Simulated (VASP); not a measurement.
Here is a VASP 6.6.1 calculation.

Contents of INCAR:

```
ALGO = Normal
EDIFF = 1E-8
ENCUT = 500
GGA = PE
GGA_COMPAT = F
IBRION = 8
ISIF = 2
ISMEAR = 0
LASPH = T
LCHARG = F
LREAL = F
LWAVE = F
NBANDS = 24
NELM = 120
NSW = 1
PREC = Accurate
SIGMA = 0.05
```

The input KPOINTS:

```
k-points
0
Gamma
  4 4 4
```

Contents of POSCAR:

```
CsI
1.0
   -4.6660147546      0.0000000000     -4.6660147546
    0.0000000000     -4.6660147546     -4.6660147546
   -4.6660147546     -4.6660147546      0.0000000000
Cs I
2 2
Direct
    0.5000000000      0.5000000000      0.5000000000
    0.0000000000      0.0000000000      0.0000000000
    0.2500000000      0.2500000000      0.2500000000
    0.7500000000      0.7500000000      0.7500000000
```

Potentials or basis: VASP PAW PBE potentials, release 64 (Cs_sv, I).

Launch:

```bash
$ cat potpaw_PBE.64/Cs_sv/POTCAR potpaw_PBE.64/I/POTCAR > POTCAR
$ mpirun -np 1 vasp_std > vasp.out
```

Predict the highest phonon frequency at Γ, LO-TO splitting left out.

52 cm⁻¹.

Phonon frequencies in cm⁻¹ (negative: imaginary):
```
              q point                       frequencies
(0.000, 0.000, 0.000)  0 0 0 46 46 46 47 47 47 52 52 52
```
